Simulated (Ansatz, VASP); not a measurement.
## Al in VASP and in Ansatz

The input POSCAR:

```
Al
1.0
    0.0000000000      1.9966927596      1.9966927596
    1.9966927596      0.0000000000      1.9966927596
    1.9966927596      1.9966927596      0.0000000000
Al
1
Direct
    0.0000000000      0.0000000000      0.0000000000
```

The input INCAR.step1:

```
ALGO = Normal
EDIFF = 1E-4
ENCUT = 520
GGA = PE
ISMEAR = -1
LASPH = True
LCHARG = False
LREAL = False
LWAVE = True
NBANDS = 8
NELM = 100
PREC = Accurate
SIGMA = 0.1
```

The input INCAR.step2:

```
ALGO = Normal
EDIFF = 1E-6
ENCUT = 520
ISIF = 2
ISMEAR = -1
ISTART = 1
LASPH = True
LCHARG = False
LMIXTAU = True
LREAL = False
LWAVE = False
METAGGA = R2SCAN
NBANDS = 8
NELM = 100
PREC = Accurate
SIGMA = 0.1
```

The input KPOINTS:

```
k-points
0
Gamma
  22 22 22
```

Input for Ansatz:

```yaml
crystal:
  lattice:
    - [0.0, 1.9966927596, 1.9966927596]
    - [1.9966927596, 0.0, 1.9966927596]
    - [1.9966927596, 1.9966927596, 0.0]
  atoms:
    - { symbol: Al, position: [0.0, 0.0, 0.0] }
hamiltonian:
  xc: r2scan
  pseudopotentials:
    kind: paw
    azcp:
      Al: "pseudopotentials/Al.paw.azcp"
basis:
  ecutwfc: 500
  fft_grid_basis: typed
kpoints:
  mp_grid: { grid: [22, 22, 22], shift: [0, 0, 0] }
magnetization:
  spin_polarized: false
scf:
  occupations: { method: fermi_dirac, width: 0.1 }
output:
  stress: true
```

Alike in both runs: task single point; functional r2SCAN; k mesh 22 × 22 × 22; occupations fermi-dirac, width 0.1 eV; no spin polarisation.

|  | VASP | Ansatz |
| --- | --- | --- |
| version | VASP 6.6.1 | Ansatz 0.2.0 |
| potentials or method | VASP PAW PBE potentials, release 64 (Al), cutoff 520 eV | plane waves (500 eV) with PAW, scalar-relativistic |
| valence electrons in the cell | 3 | 3 |

Ansatz gave:

| Property | Result |
| --- | --- |
| pressure (GPa) | 0.0 |

Problem. Estimate VASP's values.

Solution. Pressure (GPa): -0.3.

VASP's potentials were made for PBE, not for r2SCAN. With one functional, cell and mesh, what is left measures potentials, basis and numerics.
